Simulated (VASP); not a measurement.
Write the native input for VASP 6.6.1 that does the following.

```
Task                   : relaxation of shape and atoms at fixed volume
Functional             : PBE
Potentials or basis    : VASP PAW PBE potentials, release 64 (Al, N)
Cutoff                 : 600 eV
k mesh                 : 9 × 9 × 6
Occupations            : gaussian, width 0.02 eV
Spin                   : no spin polarisation
Dipole correction      : no
Further INCAR settings : ALGO = Normal; EDIFF = 1e-06; IBRION = 2; EDIFFG = -0.01; NSW = 50; ISIF = 4
```

The structure of AlN lies in POSCAR:

```
AlN
1.0
    3.0378193134      0.0000000000      0.0000000000
   -1.5189096567      2.6308286975      0.0000000000
    0.0000000000      0.0000000000      4.8484348570
Al N
2 2
Direct
    0.3333333333      0.6666666667     -0.0014092454
    0.6666666667      0.3333333333      0.4985907546
    0.3333333333      0.6666666667      0.3814092454
    0.6666666667      0.3333333333      0.8814092454
```

This cell differs from its parent crystal: volume scaled by 0.91.

These files were run (other wordings do the same):

INCAR

```
SYSTEM = AlN
  ALGO = Normal
  EDIFF = 1E-6
  EDIFFG = -0.01
  ENCUT = 600
  GGA = PE
  IBRION = 2
  ISIF = 4
  ISMEAR = 0
  LASPH = .TRUE.
  LCHARG = .FALSE.
  LREAL = .FALSE.
  LWAVE = .FALSE.
  NELM = 80
  NSW = 50
  PREC = Accurate
  SIGMA = 0.02
```

KPOINTS

```
k-points
0
G
  9 9 6
  0 0 0
```

Potentials or basis: VASP PAW PBE potentials, release 64 (Al, N).

Command:

```sh
$ cat potpaw_PBE.64/Al/POTCAR potpaw_PBE.64/N/POTCAR > POTCAR
$ mpirun -np 1 vasp_std > vasp.out
```

Results of the run:

| Quantity | Value |
| --- | --- |
| Energy gained by relaxing | 0.1 meV/atom |
| Ionic steps | 6 |
| Pressure after relaxing | 21.4 GPa |
| Band gap on the k mesh | 4.84 eV, direct |

It took 25 s on 1 thread of Intel(R) Xeon(R) Platinum 8559C (Emerald Rapids) (shared host), peak memory 0.17 GiB.
